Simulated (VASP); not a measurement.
Si4Ni11:

```
CELL_PARAMETERS angstrom
-3.46120 3.46120 3.46120
3.46120 -3.46120 3.46120
3.46120 3.46120 -3.46120
ATOMIC_POSITIONS crystal
Si 0.00418 0.50524 0.49722
Si 0.50078 0.99756 0.49479
Si 0.50424 0.50588 0.00528
Si 0.00406 0.00873 0.00250
Ni 0.50087 0.24988 0.24913
Ni 0.00228 0.75024 0.25105
Ni 0.00353 0.24720 0.74698
Ni 0.50158 0.75207 0.75340
Ni 0.74740 0.49153 0.74463
Ni 0.24953 0.49961 0.25305
Ni 0.74724 0.00011 0.24992
Ni 0.74771 0.75208 0.50182
Ni 0.25137 0.25020 0.50201
Ni 0.24915 0.74969 0.99920
Ni 0.75294 0.25404 0.00561
```

```yaml
Program: VASP 6.6.1
Task: relaxation of cell and atoms
Functional: PBEsol
Potentials_or_basis: VASP PAW PBE potentials, release 64 (Si, Ni)
Cutoff: 600 eV
k_mesh: 3 × 3 × 3
Occupations: gaussian, width 0.1 eV
Spin: no spin polarisation
```

At the start: pressure -3.6 GPa; volume 11.06 Å³/atom.

Task: Where does the relaxation end?

Result: Over 10 steps the energy falls by 12.3 meV/atom and the volume is 10.81 Å³/atom (-2.2 %); space group Cm (No. 8, to 0.1 Å) before, I4/mmm (No. 139, to 0.1 Å).

The path:
```csv
step,energy change (eV),largest force (eV/Å),pressure (GPa),volume (Å³)
1,0.0000,0.6370,-3.65,165.86
2,-0.1083,0.4131,3.83,159.89
3,-0.1140,0.4557,2.42,160.94
4,-0.1729,0.2180,0.34,162.04
5,-0.1731,0.2287,0.23,162.10
6,-0.1789,0.1337,-0.33,162.50
7,-0.1791,0.1302,-0.45,162.59
8,-0.1816,0.0900,0.34,162.04
9,-0.1816,0.0874,0.37,162.00
10,-0.1839,0.0352,0.12,162.19
```

Final structure:
```
Si Ni
1.0
    -3.44648    3.41480    3.44542
     3.44625   -3.41571    3.44605
     3.44578    3.41497   -3.44628
Si Ni
4 11
Direct
  0.00119 0.50095 0.50031
  0.50127 0.00080 0.50045
  0.50156 0.50165 0.00083
  0.00072 0.00066 0.00071
  0.49352 0.24809 0.23973
  0.00696 0.75346 0.25909
  0.00883 0.24796 0.75500
  0.49500 0.75370 0.74724
  0.75089 0.49983 0.74945
  0.25121 0.50189 0.25132
  0.75100 0.00195 0.25149
  0.76056 0.75348 0.50688
  0.25487 0.24806 0.50670
  0.24736 0.75377 0.99374
  0.74191 0.24782 0.99366
```

Caveat: the k points lie up to 0.43 Å⁻¹ apart in the final cell; the PAW data sets were made with another functional, which shifts forces and pressure a little.
